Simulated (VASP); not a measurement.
# LiBr (Fm-3m) in VASP: settings compared

The runs below take LiBr through single point, with PBE-based screened hybrid with 5 % exact exchange, PBE-based screened hybrid with 15 % exact exchange.

All numbers are computed with VASP 6.6.1; they aren't measurements. Logs are shortened: lines on timing, memory, paths and dates and some standing lists are left out, and cuts for length are marked.

### 1 The cell of the first run

It takes space group Fm-3m (No. 225, cubic). Conventional cell: a = 5.479 Å, b = 5.479 Å, c = 5.479 Å, α = 90.00°, β = 90.00°, γ = 90.00°. Within 3.6 Å of Li (site symmetry m-3m) lie 6 Br at 2.74 Å. Br (site symmetry m-3m) has 6 Li at 2.74 Å within 3.6 Å.

### 2 Single point, PBE-based screened hybrid with 5 % exact exchange

Contents of POSCAR:

```
LiBr
1.0
    0.0000000000      2.7395650468      2.7395650468
    2.7395650468      0.0000000000      2.7395650468
    2.7395650468      2.7395650468      0.0000000000
Li Br
1 1
Direct
    0.0000000000      0.0000000000      0.0000000000
    0.5000000000      0.5000000000      0.5000000000
```

Contents of INCAR.step1:

```
SYSTEM = LiBr
PREC = Accurate ; ENCUT = 650
EDIFF = 1E-5 ; ISMEAR = 0
SIGMA = 0.01 ; LREAL = .False.
LASPH = .True. ; NELM = 120
ALGO = Normal ; ISIF = 2
LWAVE = .True. ; LCHARG = .False.
GGA = PE ; NBANDS = 12
GGA_COMPAT = .False.
```

Contents of INCAR.step2:

```
SYSTEM = LiBr
PREC = Accurate ; ENCUT = 650
EDIFF = 1E-6 ; ISMEAR = 0
SIGMA = 0.01 ; LREAL = .False.
LASPH = .True. ; NELM = 120
ALGO = Normal ; ISIF = 2
LWAVE = .False. ; LCHARG = .False.
GGA = PE ; LHFCALC = .True.
AEXX = 0.05 ; HFSCREEN = 0.5
PRECFOCK = Normal ; ISTART = 1
NBANDS = 12 ; GGA_COMPAT = .False.
```

Contents of KPOINTS:

```
Automatic mesh
0
Gamma
  4 4 4
  0 0 0
```

Potentials or basis: VASP PAW PBE potentials, release 64 (Li_sv, Br).

Command:

```
$ cat potpaw_PBE.64/Li_sv/POTCAR potpaw_PBE.64/Br/POTCAR > POTCAR
$ cp INCAR.step1 INCAR
$ mpirun -np 1 vasp_std > vasp.out
$ cp INCAR.step2 INCAR
$ mpirun -np 1 vasp_std > vasp.out
```

OUTCAR:

```text
SYSTEM = LiBr
   PREC = Accurate
   ENCUT = 650
   EDIFF = 1E-6
   ISMEAR = 0
   LREAL = .False.
   LASPH = .True.
   NELM = 120
   ISIF = 2
   GGA = PE
   LHFCALC = .True.
   AEXX = 0.05
   HFSCREEN = 0.5
   PRECFOCK = Normal
   ISTART = 1

 ion  position               nearest neighbor table
   1  0.000  0.000  0.000-
   2  0.500  0.500  0.500-

  LATTYP: Found a face centered cubic cell.
 ALAT       =     5.4791300936

  Lattice vectors:

 A1 = (   0.0000000000,   2.7395650468,   2.7395650468)
 A2 = (   2.7395650468,   0.0000000000,   2.7395650468)
 A3 = (   2.7395650468,   2.7395650468,   0.0000000000)

Analysis of symmetry for initial positions (statically):
=====================================================================
 Subroutine PRICEL returns:
 Original cell was already a primitive cell.

 Routine SETGRP: Setting up the symmetry group for a
 face centered cubic supercell.

 Subroutine GETGRP returns: Found 48 space group operations
 (whereof 48 operations were pure point group operations)
 out of a pool of 48 trial point group operations.

The static configuration has the point symmetry O_h .

Analysis of symmetry for dynamics (positions and initial velocities):
=====================================================================
 Subroutine PRICEL returns:
 Original cell was already a primitive cell.

 Routine SETGRP: Setting up the symmetry group for a
 face centered cubic supercell.

 Subroutine GETGRP returns: Found 48 space group operations
 (whereof 48 operations were pure point group operations)
 out of a pool of 48 trial point group operations.

The dynamic configuration has the point symmetry O_h .

 Subroutine INISYM returns: Found 48 space group operations
 (whereof 48 operations are pure point group operations),
 and found     1 'primitive' translations

----------------------------------------------------------------------------------------

                                     Primitive cell

  volume of cell :      41.1221

  direct lattice vectors                    reciprocal lattice vectors
     0.000000000  2.739565047  2.739565047    -0.182510724  0.182510724  0.182510724
     2.739565047  0.000000000  2.739565047     0.182510724 -0.182510724  0.182510724
     2.739565047  2.739565047  0.000000000     0.182510724  0.182510724 -0.182510724

  length of vectors
     3.874330044  3.874330044  3.874330044     0.316117847  0.316117847  0.316117847

  position of ions in fractional coordinates (direct lattice)
     0.000000000  0.000000000  0.000000000
     0.500000000  0.500000000  0.500000000

  ion indices of the primitive-cell ions
   primitive index   ion index
                 1           1
                 2           2

----------------------------------------------------------------------------------------

 KPOINTS: Automatic mesh

Automatic generation of k-mesh.
 Grid dimensions read from file:
 generate k-points for:    4    4    4

 Generating k-lattice:

  Cartesian coordinates                     Fractional coordinates (reciprocal lattice)
    -0.045627681  0.045627681  0.045627681     0.250000000  0.000000000  0.000000000
     0.045627681 -0.045627681  0.045627681     0.000000000  0.250000000  0.000000000
     0.045627681  0.045627681 -0.045627681     0.000000000  0.000000000  0.250000000

  Length of vectors
     0.079029462  0.079029462  0.079029462

  Shift w.r.t. Gamma in fractional coordinates (k-lattice)
     0.000000000  0.000000000  0.000000000

 Subroutine IBZKPT returns following result:
 ===========================================

 Found      8 irreducible k-points:

 Following reciprocal coordinates:
            Coordinates               Weight
  0.000000  0.000000  0.000000      1.000000
  0.250000  0.000000  0.000000      8.000000
  0.500000  0.000000  0.000000      4.000000
  0.250000  0.250000  0.000000      6.000000
  0.500000  0.250000  0.000000     24.000000
 -0.250000  0.250000  0.000000     12.000000
  0.500000  0.500000  0.000000      3.000000
 -0.250000  0.500000  0.250000      6.000000
   k-points           NKPTS =      8   k-points in BZ     NKDIM =     64   number of bands    NBANDS=     12
   number of dos      NEDOS =    301   number of ions     NIONS =      2
   total plane-waves  NPLWV =  32768
   dimension x,y,z NGX =    32 NGY =   32 NGZ =   32
   dimension x,y,z NGXF=    64 NGYF=   64 NGZF=   64
   ions per type =               1   1
   NGX,Y,Z   is equivalent  to a cutoff of  13.73, 13.73, 13.73 a.u.
   NGXF,Y,Z  is equivalent  to a cutoff of  27.46, 27.46, 27.46 a.u.
 SYSTEM =  LiBr
   PREC   = accura    normal or accurate (medium, high low for compatibility)
   ISTART =      1    job   : 0-new  1-cont  2-samecut
   ICHARG =      0    charge: 1-file 2-atom 10-const
   ISPIN  =      1    spin polarized calculation?
   LNONCOLLINEAR =      F non collinear calculations
   LSORBIT =      F    spin-orbit coupling
   LASPH  =      T    aspherical Exc in radial PAW
   ENCUT  =  650.0 eV  47.77 Ry    6.91 a.u.   8.05  8.05  8.05*2*pi/ulx,y,z
   NELM   =    120;   NELMIN=  2; NELMDL=  0     # of ELM steps
   EDIFF  = 0.1E-05   stopping-criterion for ELM
   LREAL  =      F    real-space projection
   EDIFFG = 0.1E-04   stopping-criterion for IOM
   NSW    =      0    number of steps for IOM
   IBRION =     -1    ionic relax: 0-MD 1-quasi-New 2-CG
   NFREE  =      0    steps in history (QN), initial steepest desc. (CG)
   ISIF   =      2    stress and relaxation
   ISYM   =      3    0-nonsym 1-usesym 2-fastsym
   POTIM  = 0.5000    time-step for ionic-motion
   TEBEG  =    0.0;   TEEND  =   0.0 temperature during run
   PSTRESS=    0.0 pullay stress
   NELECT =      10.0000    total number of electrons
   NUPDOWN=      -1.0000    fix difference up-down
   EMIN   =  10.00;   EMAX   =-10.00  energy-range for DOS
   EFERMI =   0.00;   METHOD = LEGACY
   ISMEAR =     0;   SIGMA  =   0.01  broadening in eV -4-tet -1-fermi 0-gaus
   EFERMI_NEDOS =   21; number of points for ismear=-14 and -15
   IALGO  =     38    algorithm
   IMIX   =      1    mixing-type and parameters
     AMIX     =   0.40;   BMIX     =  1.00
     AMIX_MAG =   1.60;   BMIX_MAG =  1.00
  volume/ion in A,a.u.               =      20.56       138.75
  Fermi-wavevector in a.u.,A,eV,Ry     =   1.021841  1.930999 14.206639  1.044159
  Thomas-Fermi vector in A             =   2.155487
   LORBIT       =      0    0 simple, 1 ext, 2 COOP (PROOUT), +10 PAW based schemes
   GGA     = PE    functional components
   LHFCALC =     T    Hartree Fock is set to
   PRECFOCK=normal    Normal, Fast or Accurate (Low or Medium for compatibility)
   ENCUT4O =  -1.0   cutoff for four orbital integrals eV
   NKREDX  =     1    reduce k-point grid by
   NKREDY  =     1    reduce k-point grid by
   NKREDZ  =     1    reduce k-point grid by
   AEXX    =    0.0500 exact exchange contribution
   HFSCREEN=    0.5000 screening length (either q_TF or 0.3 A-1)
   HFSCREENC=   0.5000 screening length for correlation (either q_TF or 0.3 A-1)
   ENCUTFOCK=  -1.0 apply spherical cutoff to Coloumb kernel
   IVDW    =     0    specifies the selected vdW correction
   LEPSILON=     F    determine dielectric tensor
   LRPA    =     F    only Hartree local field effects (RPA)
 non-spin polarized calculation
 Gauss-broadening in eV      SIGMA  =   0.01
  energy-cutoff  :      650.00
  volume of cell :       41.12
 maximum number of plane-waves:      1572
  NGX = 28; NGY = 28; NGZ = 28

 number of electron      10.0000006 magnetization

 Free energy of the ion-electron system (eV)
  ---------------------------------------------------
  ext. energy  EPLUGINS =         0.00000000
  ---------------------------------------------------
  free energy    TOTEN  =        -6.73343857 eV

  energy without entropy =       -6.73343857  energy(sigma->0) =       -6.73343857

 E-fermi :   0.3755     XC(G=0):  -8.2703

 val. band max:        0.3099181596   @ k =   0.0000   0.0000   0.0000
 cond. band min:       5.4342923276   @ k =   0.0000   0.0000   0.0000
 fundamental gap:      5.1243741680
 Fermi energy:         0.3754812962

 k-point     1 :       0.0000    0.0000    0.0000
  band No.  band energies     occupation
      1     -44.6190      2.00000
      2     -13.3414      2.00000
      3       0.3099      2.00000
      4       0.3099      2.00000
      5       0.3099      2.00000
      6       5.4343      0.00000
      7      10.9474      0.00000
      8      10.9474      0.00000
      9      10.9474      0.00000
     10      12.7588      0.00000
     11      12.7588      0.00000
     12      12.7588      0.00000

 k-point     2 :       0.2500    0.0000    0.0000
  band No.  band energies     occupation
      1     -44.6187      2.00000
      2     -13.1075      2.00000
      3      -1.4019      2.00000
      4       0.1666      2.00000
      5       0.1666      2.00000
      6       6.4392      0.00000
      7       9.6486      0.00000
      8       9.6486      0.00000
      9      10.2328      0.00000
     10      12.8251      0.00000
     11      12.8251      0.00000
     12      13.5019      0.00000

 k-point     3 :       0.5000    0.0000    0.0000
  band No.  band energies     occupation
      1     -44.6181      2.00000
      2     -12.8478      2.00000
      3      -2.6401      2.00000
      4       0.0390      2.00000
      5       0.0390      2.00000
      6       6.0584      0.00000
      7       8.5442      0.00000
      8       8.5442      0.00000
      9      12.3583      0.00000
     10      14.5472      0.00000
     11      16.2774      0.00000
     12      16.2774      0.00000
[... 46 lines left out ...]
 k-point     7 :       0.5000    0.5000    0.0000
  band No.  band energies     occupation
      1     -44.6178      2.00000
      2     -12.6478      2.00000
      3      -2.6442      2.00000
      4      -0.8589      2.00000
      5      -0.8589      2.00000
      6       6.6967      0.00000
      7       7.5130      0.00000
      8      12.1947      0.00000
      9      12.9875      0.00000
     10      12.9875      0.00000
     11      16.2677      0.00000
     12      18.0329      0.00000

 k-point     8 :      -0.2500    0.5000    0.2500
  band No.  band energies     occupation
      1     -44.6178      2.00000
      2     -12.6527      2.00000
      3      -1.8864      2.00000
      4      -1.8864      2.00000
      5      -0.8591      2.00000
      6       8.4976      0.00000
      7       9.0370      0.00000
      8       9.9241      0.00000
      9       9.9241      0.00000
     10      14.5316      0.00000
     11      14.5316      0.00000
     12      17.9449      0.00000

------------------------ aborting loop because EDIFF is reached ----------------------------------------

  FORCE on cell =-STRESS in cart. coord.  units (eV):
  Direction    XX          YY          ZZ          XY          YZ          ZX
  --------------------------------------------------------------------------------------
  -------------------------------------------------------------------------------------
  Total        0.1153508      0.1153508      0.1153508      0.0000000     -0.0000000     -0.0000000
  in kB        4.4942422      4.4942422      4.4942422      0.0000000     -0.0000000     -0.0000000
  external PRESSURE =       4.4942422 kB  Pullay stress =       0.0000000 kB

 VOLUME and BASIS-vectors are now :
 -----------------------------------------------------------------------------
  energy-cutoff  :      650.00
  volume of cell :       41.12
      direct lattice vectors                 reciprocal lattice vectors
     0.000000000  2.739565047  2.739565047    -0.182510724  0.182510724  0.182510724
     2.739565047  0.000000000  2.739565047     0.182510724 -0.182510724  0.182510724
     2.739565047  2.739565047  0.000000000     0.182510724  0.182510724 -0.182510724

 POSITION                                       TOTAL-FORCE (eV/Angst)
 -----------------------------------------------------------------------------------
      0.00000      0.00000      0.00000         0.000000      0.000000      0.000000
      2.73957      2.73957      2.73957        -0.000000     -0.000000     -0.000000
 -----------------------------------------------------------------------------------
    total drift:                                0.000000      0.000000      0.000000

  FREE ENERGIE OF THE ION-ELECTRON SYSTEM (eV)
  ---------------------------------------------------
  free  energy   TOTEN  =        -6.7334385718 eV

  energy  without entropy=       -6.7334385718  energy(sigma->0) =       -6.73343857
```

It took 90 s on 1 thread of Intel Xeon Platinum 8488C (Sapphire Rapids), shared host; peak memory 0.28 GiB.

Results:

```
Free energy            : -6.7334 eV
Pressure               : 0.4 GPa
Band gap on the k mesh : 5.12 eV
```

Caveat: the k points lie up to 0.50 Å⁻¹ apart; the PAW data sets were made with another functional, which shifts forces and pressure a little.

### 3 Single point, PBE-based screened hybrid with 15 % exact exchange

POSCAR is that of step 2.

Contents of INCAR.step1:

```
SYSTEM = LiBr
  PREC = Accurate
  ENCUT = 650
  EDIFF = 1E-5
  ISMEAR = 0
  SIGMA = 0.01
  LREAL = .False.
  LASPH = .True.
  NELM = 120
  ALGO = Normal
  ISIF = 2
  LWAVE = .True.
  LCHARG = .False.
  NBANDS = 12
  GGA = PE
  GGA_COMPAT = .False.
```

Contents of INCAR.step2:

```
SYSTEM = LiBr
  PREC = Accurate
  ENCUT = 650
  EDIFF = 1E-6
  ISMEAR = 0
  SIGMA = 0.01
  LREAL = .False.
  LASPH = .True.
  NELM = 120
  ALGO = Normal
  ISIF = 2
  LWAVE = .False.
  LCHARG = .False.
  GGA = PE
  LHFCALC = .True.
  AEXX = 0.15
  HFSCREEN = 0.2078
  PRECFOCK = Normal
  NBANDS = 12
  ISTART = 1
  GGA_COMPAT = .False.
```

Contents of KPOINTS:

```
regular mesh
0
Gamma
  4 4 4
  0 0 0
```

Potentials or basis: VASP PAW PBE potentials, release 64 (Li_sv, Br).

Command:

```
$ cat potpaw_PBE.64/Li_sv/POTCAR potpaw_PBE.64/Br/POTCAR > POTCAR
$ cp INCAR.step1 INCAR
$ mpirun -np 1 vasp_std > vasp.out
$ cp INCAR.step2 INCAR
$ mpirun -np 1 vasp_std > vasp.out
```

OUTCAR:

```text
SYSTEM = LiBr
   PREC = Accurate
   ENCUT = 650
   EDIFF = 1E-6
   ISMEAR = 0
   LREAL = .False.
   LASPH = .True.
   NELM = 120
   ISIF = 2
   GGA = PE
   LHFCALC = .True.
   AEXX = 0.15
   HFSCREEN = 0.2078
   PRECFOCK = Normal
   ISTART = 1

 ion  position               nearest neighbor table
   1  0.000  0.000  0.000-
   2  0.500  0.500  0.500-

  LATTYP: Found a face centered cubic cell.
 ALAT       =     5.4791300936

  Lattice vectors:

 A1 = (   0.0000000000,   2.7395650468,   2.7395650468)
 A2 = (   2.7395650468,   0.0000000000,   2.7395650468)
 A3 = (   2.7395650468,   2.7395650468,   0.0000000000)

Analysis of symmetry for initial positions (statically):
=====================================================================
 Subroutine PRICEL returns:
 Original cell was already a primitive cell.

 Routine SETGRP: Setting up the symmetry group for a
 face centered cubic supercell.

 Subroutine GETGRP returns: Found 48 space group operations
 (whereof 48 operations were pure point group operations)
 out of a pool of 48 trial point group operations.

[... 163 lines left out ...]
      2     -14.2627      2.00000
      3      -0.0963      2.00000
      4      -0.0963      2.00000
      5      -0.0963      2.00000
      6       5.6246      0.00000
      7      11.1946      0.00000
      8      11.1946      0.00000
      9      11.1946      0.00000
     10      13.0974      0.00000
     11      13.0974      0.00000
     12      13.0974      0.00000
[... 91 lines left out ...]
 k-point     8 :      -0.2500    0.5000    0.2500
  band No.  band energies     occupation
      1     -46.2264      2.00000
      2     -13.5344      2.00000
      3      -2.3729      2.00000
      4      -2.3729      2.00000
      5      -1.3071      2.00000
      6       8.7355      0.00000
      7       9.3039      0.00000
      8      10.1675      0.00000
      9      10.1675      0.00000
     10      14.8895      0.00000
     11      14.8895      0.00000
     12      18.3573      0.00000

------------------------ aborting loop because EDIFF is reached ----------------------------------------

  FORCE on cell =-STRESS in cart. coord.  units (eV):
  Direction    XX          YY          ZZ          XY          YZ          ZX
  --------------------------------------------------------------------------------------
  -------------------------------------------------------------------------------------
  Total        0.0433371      0.0433371      0.0433371      0.0000000      0.0000000     -0.0000000
  in kB        1.6884799      1.6884799      1.6884799      0.0000000      0.0000000     -0.0000000
  external PRESSURE =       1.6884799 kB  Pullay stress =       0.0000000 kB

 VOLUME and BASIS-vectors are now :
 -----------------------------------------------------------------------------
  energy-cutoff  :      650.00
  volume of cell :       41.12
      direct lattice vectors                 reciprocal lattice vectors
     0.000000000  2.739565047  2.739565047    -0.182510724  0.182510724  0.182510724
     2.739565047  0.000000000  2.739565047     0.182510724 -0.182510724  0.182510724
     2.739565047  2.739565047  0.000000000     0.182510724  0.182510724 -0.182510724

 POSITION                                       TOTAL-FORCE (eV/Angst)
 -----------------------------------------------------------------------------------
      0.00000      0.00000      0.00000         0.000000      0.000000      0.000000
      2.73957      2.73957      2.73957        -0.000000     -0.000000      0.000000
 -----------------------------------------------------------------------------------
    total drift:                               -0.000000     -0.000000     -0.000000

  FREE ENERGIE OF THE ION-ELECTRON SYSTEM (eV)
  ---------------------------------------------------
  free  energy   TOTEN  =        -7.2043701633 eV

  energy  without entropy=       -7.2043701633  energy(sigma->0) =       -7.20437016
```

OSZICAR.step1:

```text
N       E                     dE             d eps       ncg     rms          rms(c)
DAV:   1     0.461384782024E+02    0.46138E+02   -0.43658E+03   192   0.881E+02
DAV:   2    -0.388641657997E+01   -0.50025E+02   -0.48279E+02   260   0.141E+02
DAV:   3    -0.661007385375E+01   -0.27237E+01   -0.27188E+01   260   0.357E+01
DAV:   4    -0.665938119844E+01   -0.49307E-01   -0.49295E-01   260   0.489E+00
DAV:   5    -0.665999665229E+01   -0.61545E-03   -0.61544E-03   260   0.516E-01    0.195E+00
DAV:   6    -0.662634896196E+01    0.33648E-01   -0.64549E-02   236   0.116E+00    0.119E+00
DAV:   7    -0.662858643693E+01   -0.22375E-02   -0.39679E-02   268   0.105E+00    0.440E-01
DAV:   8    -0.663102478973E+01   -0.24384E-02   -0.45519E-03   220   0.438E-01    0.661E-02
DAV:   9    -0.663101597375E+01    0.88160E-05   -0.11210E-04   232   0.769E-02    0.245E-02
DAV:  10    -0.663104953802E+01   -0.33564E-04   -0.52614E-05   224   0.472E-02    0.137E-02
DAV:  11    -0.663105060463E+01   -0.10666E-05   -0.45697E-06   128   0.126E-02
   1 F= -.66310506E+01 E0= -.66310506E+01  d E =-.675108E-34
```

Run time: 2.2 min. Hardware: 1 thread of Intel Xeon Platinum 8488C (Sapphire Rapids), shared host; peak memory 0.28 GiB.

What came out:

```
Free energy            : -7.2044 eV
Pressure               : 0.2 GPa
Band gap on the k mesh : 5.72 eV
```

Caveat: the k points lie up to 0.50 Å⁻¹ apart; the PAW data sets were made with another functional, which shifts forces and pressure a little.

(Part 1 of 2 ends here.)
